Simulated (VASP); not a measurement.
Runs of VASP 6.6.1 on PbO2. The structure is that of space group P4_2/mnm (No. 136), or close to it. The cells are those of the table. 

```csv
level,cell,gap on the mesh (eV),pressure (GPa),largest force (eV/Å)
PBE,"a = 4.984, b = 4.984, c = 3.544 Å, 6 atoms",0.05,0.3,0.01
PBE,"a = 4.984, b = 4.984, c = 3.510 Å, 6 atoms",(c),(b),-
r2SCAN,"a = 4.984, b = 4.984, c = 3.476 Å, 6 atoms",0.10,-2.6,0.01
r2SCAN,"a = 4.984, b = 4.984, c = 3.408 Å, 6 atoms",0.10,0.8,0.01
r2SCAN,"a = 4.984, b = 4.984, c = 3.305 Å, 6 atoms",0.11,6.8,(a)
```

Alike in all rows: task single point; potentials or basis VASP PAW PBE potentials, release 64 (Pb_d, O); no spin polarisation; k mesh 6 × 6 × 8; cutoff (eV) 520; smearing fermi-dirac 0.02 eV.

Q: Estimate the missing entries.

A: (a) 0.02; (b) 1.7; (c) 0.02.

Caveats: spin-orbit coupling is left out, which moves the levels of the heavy elements; the PAW data sets were made with another functional, which shifts forces and pressure a little (some runs).

A k mesh can miss the band edges, and the runs leave out spin-orbit coupling on Pb.
